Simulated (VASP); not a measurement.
# Si3AsF (P-6m2) in VASP: further runs

Runs on Si3AsF. Level: PBE. Tasks: single point, relaxation of cell and atoms.

Program: VASP 6.6.1. These are calculated values, not measurements. Logs are shortened: lines on timing, memory, paths and dates and some standing lists are left out, and cuts for length are marked.

**1. The cell of the first run**

The structure is hexagonal, space group P-6m2 (No. 187). The conventional cell has a = 4.109 Å, b = 4.109 Å, c = 5.667 Å, α = 90.00°, β = 90.00°, γ = 120.00°. Within 3.2 Å of Si (site symmetry 3m) lie 4 Si at 2.44 to 2.67 Å and 3 F at 2.67 Å and 3 As at 2.87 Å. Within 3.1 Å of Si (site symmetry -6m2) lie 3 F at 2.37 Å and 6 Si at 2.67 Å and 2 As at 2.83 Å. Within 3.7 Å of As (site symmetry -6m2) lie 8 Si at 2.83 to 2.87 Å and 6 F at 3.70 Å. Within 3.1 Å of F (site symmetry -6m2) lie 9 Si at 2.37 to 2.67 Å.

**2. Single point, PBE**

Contents of INCAR:

```
SYSTEM = Si3AsF
ALGO = Normal
EDIFF = 1E-6
ENCUT = 520
GGA = PE
ISIF = 2
ISMEAR = 0
LASPH = .True.
LCHARG = .True.
LELF = .True.
LREAL = .False.
LVHAR = .True.
LWAVE = .False.
NBANDS = 20
NELM = 60
PREC = Accurate
SIGMA = 0.1
```

Contents of KPOINTS:

```
k-points
0
Gamma
  12 12 8
  0 0 0
```

Contents of POSCAR:

```
Si3AsF
1.0
    4.1086867778      0.0000000000      0.0000000000
   -2.0543433889      3.5582271258      0.0000000000
    0.0000000000      0.0000000000      5.6671935097
Si As F
3 1 1
Direct
    0.6666666667      0.3333333333      0.2151079116
    0.6666666667      0.3333333333      0.7848920884
    0.0000000000      0.0000000000      0.0000000000
    0.0000000000      0.0000000000      0.5000000000
    0.3333333333      0.6666666667      0.0000000000
```

Potentials or basis: VASP PAW PBE potentials, release 64 (Si, As, F).

On the command line:

```bash
> cat potpaw_PBE.64/Si/POTCAR potpaw_PBE.64/As/POTCAR potpaw_PBE.64/F/POTCAR > POTCAR
> mpirun -np 1 vasp_std > vasp.out
```

OUTCAR:

```text
SYSTEM = Si3AsF
   EDIFF = 1E-6
   ENCUT = 520
   GGA = PE
   ISIF = 2
   ISMEAR = 0
   LASPH = .True.
   LREAL = .False.
   NELM = 60
   PREC = Accurate

 ion  position               nearest neighbor table
   1  0.667  0.333  0.215-   2 2.44   3 2.67   3 2.67   3 2.67   4 2.87   4 2.87   4 2.87
   2  0.667  0.333  0.785-   1 2.44   3 2.67   3 2.67   3 2.67   4 2.87   4 2.87   4 2.87
   3  0.000  0.000  0.000-   5 2.37   5 2.37   5 2.37   1 2.67   2 2.67   2 2.67   1 2.67   2 2.67
                             1 2.67   4 2.83   4 2.83
   4  0.000  0.000  0.500-   3 2.83   3 2.83   1 2.87   2 2.87   1 2.87   2 2.87   1 2.87   2 2.87

   5  0.333  0.667  0.000-   3 2.37   3 2.37   3 2.37

  LATTYP: Found a hexagonal cell.
 ALAT       =     4.1086867778
 C/A-ratio  =     1.3793199181

  Lattice vectors:

 A1 = (   4.1086867778,   0.0000000000,   0.0000000000)
 A2 = (  -2.0543433889,   3.5582271258,   0.0000000000)
 A3 = (   0.0000000000,   0.0000000000,   5.6671935097)

Analysis of symmetry for initial positions (statically):
=====================================================================
 Subroutine PRICEL returns:
 Original cell was already a primitive cell.

 Routine SETGRP: Setting up the symmetry group for a
 hexagonal supercell.

 Subroutine GETGRP returns: Found 12 space group operations
 (whereof 12 operations were pure point group operations)
 out of a pool of 24 trial point group operations.

The static configuration has the point symmetry D_3h.

Analysis of symmetry for dynamics (positions and initial velocities):
=====================================================================
 Subroutine PRICEL returns:
 Original cell was already a primitive cell.

 Routine SETGRP: Setting up the symmetry group for a
 hexagonal supercell.

 Subroutine GETGRP returns: Found 12 space group operations
 (whereof 12 operations were pure point group operations)
 out of a pool of 24 trial point group operations.

The dynamic configuration has the point symmetry D_3h.

 Subroutine INISYM returns: Found 12 space group operations
 (whereof 12 operations are pure point group operations),
 and found     1 'primitive' translations

----------------------------------------------------------------------------------------

                                     Primitive cell

  volume of cell :      82.8523

  direct lattice vectors                    reciprocal lattice vectors
     4.108686778  0.000000000  0.000000000     0.243386769  0.140519417  0.000000000
    -2.054343389  3.558227126  0.000000000     0.000000000  0.281038833  0.000000000
     0.000000000  0.000000000  5.667193510     0.000000000  0.000000000  0.176454183

  length of vectors
     4.108686778  4.108686778  5.667193510     0.281038833  0.281038833  0.176454183

  position of ions in fractional coordinates (direct lattice)
     0.666666667  0.333333333  0.215107912
     0.666666667  0.333333333  0.784892088
     0.000000000  0.000000000  0.000000000
     0.000000000  0.000000000  0.500000000
     0.333333333  0.666666667  0.000000000

  ion indices of the primitive-cell ions
   primitive index   ion index
                 1           1
                 2           2
                 3           3
                 4           4
                 5           5

----------------------------------------------------------------------------------------

 KPOINTS: k-points

Automatic generation of k-mesh.
 Grid dimensions read from file:
 generate k-points for:   12   12    8

 Generating k-lattice:

  Cartesian coordinates                     Fractional coordinates (reciprocal lattice)
     0.020282231  0.011709951  0.000000000     0.083333333 -0.000000000  0.000000000
     0.000000000  0.023419903  0.000000000     0.000000000  0.083333333  0.000000000
     0.000000000  0.000000000  0.022056773     0.000000000  0.000000000  0.125000000

  Length of vectors
     0.023419903  0.023419903  0.022056773

  Shift w.r.t. Gamma in fractional coordinates (k-lattice)
     0.000000000  0.000000000  0.000000000

 Subroutine IBZKPT returns following result:
 ===========================================

 Found     95 irreducible k-points:

 Following reciprocal coordinates:
            Coordinates               Weight
  0.000000  0.000000  0.000000      1.000000
  0.083333  0.000000  0.000000      6.000000
  0.166667  0.000000  0.000000      6.000000
  0.250000  0.000000  0.000000      6.000000
  0.333333  0.000000  0.000000      6.000000
  0.416667  0.000000  0.000000      6.000000
[... 16 lines left out ...]
  0.250000  0.000000  0.125000     12.000000
  0.333333  0.000000  0.125000     12.000000
 [... further k-points ...]
   k-points           NKPTS =     95   k-points in BZ     NKDIM =     95   number of bands    NBANDS=     20
   number of dos      NEDOS =    301   number of ions     NIONS =      5
   total plane-waves  NPLWV =  43008
   dimension x,y,z NGX =    32 NGY =   32 NGZ =   42
   dimension x,y,z NGXF=    64 NGYF=   64 NGZF=   84
   ions per type =               3   1   1
   NGX,Y,Z   is equivalent  to a cutoff of  12.95, 12.95, 12.32 a.u.
   NGXF,Y,Z  is equivalent  to a cutoff of  25.90, 25.90, 24.64 a.u.
 SYSTEM =  Si3AsF
   PREC   = accura    normal or accurate (medium, high low for compatibility)
   ISTART =      0    job   : 0-new  1-cont  2-samecut
   ICHARG =      2    charge: 1-file 2-atom 10-const
   ISPIN  =      1    spin polarized calculation?
   LNONCOLLINEAR =      F non collinear calculations
   LSORBIT =      F    spin-orbit coupling
   LASPH  =      T    aspherical Exc in radial PAW
   ENCUT  =  520.0 eV  38.22 Ry    6.18 a.u.   7.64  7.64 10.54*2*pi/ulx,y,z
   NELM   =     60;   NELMIN=  2; NELMDL= -5     # of ELM steps
   EDIFF  = 0.1E-05   stopping-criterion for ELM
   LREAL  =      F    real-space projection
   EDIFFG = 0.1E-04   stopping-criterion for IOM
   NSW    =      0    number of steps for IOM
   IBRION =     -1    ionic relax: 0-MD 1-quasi-New 2-CG
   NFREE  =      0    steps in history (QN), initial steepest desc. (CG)
   ISIF   =      2    stress and relaxation
   ISYM   =      2    0-nonsym 1-usesym 2-fastsym
   POTIM  = 0.5000    time-step for ionic-motion
   TEBEG  =    0.0;   TEEND  =   0.0 temperature during run
   PSTRESS=    0.0 pullay stress
   NELECT =      24.0000    total number of electrons
   NUPDOWN=      -1.0000    fix difference up-down
   EMIN   =  10.00;   EMAX   =-10.00  energy-range for DOS
   EFERMI =   0.00;   METHOD = LEGACY
   ISMEAR =     0;   SIGMA  =   0.10  broadening in eV -4-tet -1-fermi 0-gaus
   EFERMI_NEDOS =   21; number of points for ismear=-14 and -15
   IALGO  =     38    algorithm
   IMIX   =      4    mixing-type and parameters
     AMIX     =   0.40;   BMIX     =  1.00
     AMIX_MAG =   1.60;   BMIX_MAG =  1.00
  volume/ion in A,a.u.               =      16.57       111.82
  Fermi-wavevector in a.u.,A,eV,Ry     =   1.083204  2.046959 15.964142  1.173331
  Thomas-Fermi vector in A             =   2.219264
   LORBIT       =      0    0 simple, 1 ext, 2 COOP (PROOUT), +10 PAW based schemes
   GGA     = PE    functional components
   LHFCALC =     F    Hartree Fock is set to
   AEXX    =    0.0000 exact exchange contribution
   IVDW    =     0    specifies the selected vdW correction
   LEPSILON=     F    determine dielectric tensor
   LRPA    =     F    only Hartree local field effects (RPA)
 non-spin polarized calculation
 Gauss-broadening in eV      SIGMA  =   0.10
  energy-cutoff  :      520.00
  volume of cell :       82.85
 maximum number of plane-waves:      2259
 NGX is ok and might be reduce to    32
   NGX = 15   NGY = 15   NGZ = 21

 number of electron      24.0000001 magnetization

 Free energy of the ion-electron system (eV)
  ---------------------------------------------------
  ext. energy  EPLUGINS =         0.00000000
  ---------------------------------------------------
  free energy    TOTEN  =       -22.43192443 eV

  energy without entropy =      -22.41917415  energy(sigma->0) =      -22.42554929

 E-fermi :   6.4955     XC(G=0): -10.2017

 val. band max:        6.4737246745   @ k =   0.3333   0.0000   0.1250
 cond. band min:       6.4981976043   @ k =   0.3333   0.1667   0.0000
 fundamental gap:      0.0244729298
 Fermi energy:         6.4955035715

 k-point     1 :       0.0000    0.0000    0.0000
  band No.  band energies     occupation
      1     -17.2794      2.00000
      2      -6.3719      2.00000
      3      -2.4612      2.00000
      4      -1.8805      2.00000
      5       0.3961      2.00000
      6       0.3961      2.00000
[... 12 lines left out ...]
     19      10.4091      0.00000
     20      12.7692      0.00000

 k-point     2 :       0.0833    0.0000    0.0000
  band No.  band energies     occupation
      1     -17.2748      2.00000
      2      -6.3291      2.00000
      3      -2.4990      2.00000
      4      -1.8100      2.00000
      5       0.3274      2.00000
      6       0.4176      2.00000
[... 12 lines left out ...]
     19      10.4458      0.00000
     20      12.9836      0.00000

 k-point     3 :       0.1667    0.0000    0.0000
  band No.  band energies     occupation
      1     -17.2624      2.00000
      2      -6.2033      2.00000
      3      -2.6007      2.00000
      4      -1.5998      2.00000
      5       0.1564      2.00000
      6       0.2608      2.00000
[... 12 lines left out ...]
     19      10.5810      0.00000
     20      13.6060      0.00000

 k-point     4 :       0.2500    0.0000    0.0000
  band No.  band energies     occupation
      1     -17.2456      2.00000
      2      -6.0052      2.00000
      3      -2.7569      2.00000
      4      -1.2534      2.00000
      5      -0.2723      2.00000
      6      -0.0477      2.00000
[... 429 lines left out ...]
 k-point    23 :       0.2500    0.0000    0.1250
  band No.  band energies     occupation
      1     -17.2455      2.00000
      2      -5.9519      2.00000
      3      -3.0759      2.00000
      4      -1.0168      2.00000
      5      -0.1363      2.00000
      6      -0.0404      2.00000
[... 12 lines left out ...]
     19      11.1887      0.00000
     20      13.5652      0.00000

 k-point    24 :       0.3333    0.0000    0.1250
  band No.  band energies     occupation
      1     -17.2284      2.00000
      2      -5.7046      2.00000
      3      -3.1660      2.00000
      4      -1.0994      2.00000
      5      -0.2514      2.00000
      6      -0.2181      2.00000
[... 12 lines left out ...]
     19      11.8840      0.00000
     20      13.5483      0.00000

 [... further k-points ...]
[... 5 lines left out ...]
  --------------------------------------------------------------------------------------
  -------------------------------------------------------------------------------------
  Total       -0.0311678     -0.0311678     -0.0008365      0.0000000      0.0000000     -0.0000000
  in kB       -0.6027157     -0.6027157     -0.0161766      0.0000000      0.0000000     -0.0000000
  external PRESSURE =      -0.4072027 kB  Pullay stress =       0.0000000 kB

 VOLUME and BASIS-vectors are now :
 -----------------------------------------------------------------------------
  energy-cutoff  :      520.00
  volume of cell :       82.85
      direct lattice vectors                 reciprocal lattice vectors
     4.108686778  0.000000000  0.000000000     0.243386769  0.140519417  0.000000000
    -2.054343389  3.558227126  0.000000000     0.000000000  0.281038833  0.000000000
     0.000000000  0.000000000  5.667193510     0.000000000  0.000000000  0.176454183

 POSITION                                       TOTAL-FORCE (eV/Angst)
 -----------------------------------------------------------------------------------
      2.05434      1.18608      1.21906        -0.000000      0.000000     -0.013724
      2.05434      1.18608      4.44814        -0.000000      0.000000      0.013724
      0.00000      0.00000      0.00000         0.000000      0.000000      0.000000
      0.00000      0.00000      2.83360        -0.000000      0.000000      0.000000
     -0.00000      2.37215      0.00000         0.000000     -0.000000      0.000000
 -----------------------------------------------------------------------------------
    total drift:                                0.000002     -0.000001     -0.000000

  FREE ENERGIE OF THE ION-ELECTRON SYSTEM (eV)
  ---------------------------------------------------
  free  energy   TOTEN  =       -22.4319244322 eV

  energy  without entropy=      -22.4191741519  energy(sigma->0) =      -22.42554929
```

Run time: 55 s. Hardware: 1 thread of Intel Xeon 6975P-C (Granite Rapids), shared host; peak memory 0.29 GiB.

Results:

```
Free energy            : -22.4319 eV
Pressure               : 0.0 GPa
Largest force          : 0.014 eV/Å
Band gap on the k mesh : zero (band 12 reaches 6.91 eV, above the bottom of band 13 at 4.92 eV)
```

Forces in eV/Å, atoms in the order of the input:
```
Si   0.000  0.000 -0.014
Si   0.000  0.000  0.014
Si   0.000  0.000  0.000
As   0.000  0.000  0.000
F    0.000  0.000  0.000
```

Levels at points of the mesh, in eV from the Fermi level:
| k point | band 10 | band 11 | band 12 | band 13 | band 14 | band 15 |
| --- | --- | --- | --- | --- | --- | --- |
| (0.00, 0.00, 0.00) | -2.89 | 0.05 | 0.42 | 0.42 | 0.94 | 1.84 |
| (0.50, 0.00, 0.00) | -3.12 | -2.63 | -0.42 | 0.70 | 0.88 | 3.32 |
| (0.00, 0.00, 0.50) | -2.10 | -2.07 | -1.58 | -1.58 | -0.34 | 2.37 |
| (0.50, 0.00, 0.50) | -1.42 | -0.87 | -0.67 | 0.40 | 0.42 | 1.20 |

[end of part 1 of 2]
